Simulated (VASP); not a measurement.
Ta2N, 3 atoms in the cell. The structure is trigonal, space group P-3m1 (No. 164). The conventional cell has a = 3.101 Å, b = 3.101 Å, c = 4.882 Å, α = 90.00°, β = 90.00°, γ = 120.00°. Ta (site symmetry 3m) has 3 N at 2.18 Å within 2.9 Å. N (site symmetry -3m) has 6 Ta at 2.18 Å within 2.9 Å. 

| Item | Value |
| --- | --- |
| Program | VASP 6.6.1 |
| Task | single point |
| Functional | PBE |
| Potentials or basis | VASP PAW PBE potentials, release 64 (Ta_pv, N) |
| Cutoff | 520 eV |
| k mesh | 12 × 12 × 8 |
| Occupations | gaussian, width 0.15 eV |
| Spin | no spin polarisation |
| Dipole correction | no |
| Further INCAR settings | ALGO = Normal; EDIFF = 1e-06; NBANDS = 20 |

Potentials or basis: VASP PAW PBE potentials, release 64 (Ta_pv, N).

Command:

```bash
$ cat potpaw_PBE.64/Ta_pv/POTCAR potpaw_PBE.64/N/POTCAR > POTCAR
$ mpirun -np 1 vasp_std > vasp.out
```

Hardware: 1 thread of Intel(R) Xeon(R) 6975P-C (Granite Rapids) (shared host).

**Question.** How long does it take, and how much memory?

**Answer.** Run time: 39 s on 1 thread of Intel(R) Xeon(R) 6975P-C (Granite Rapids) (shared host), peak memory 0.22 GiB. Counts: scf iterations 14, k points 131.
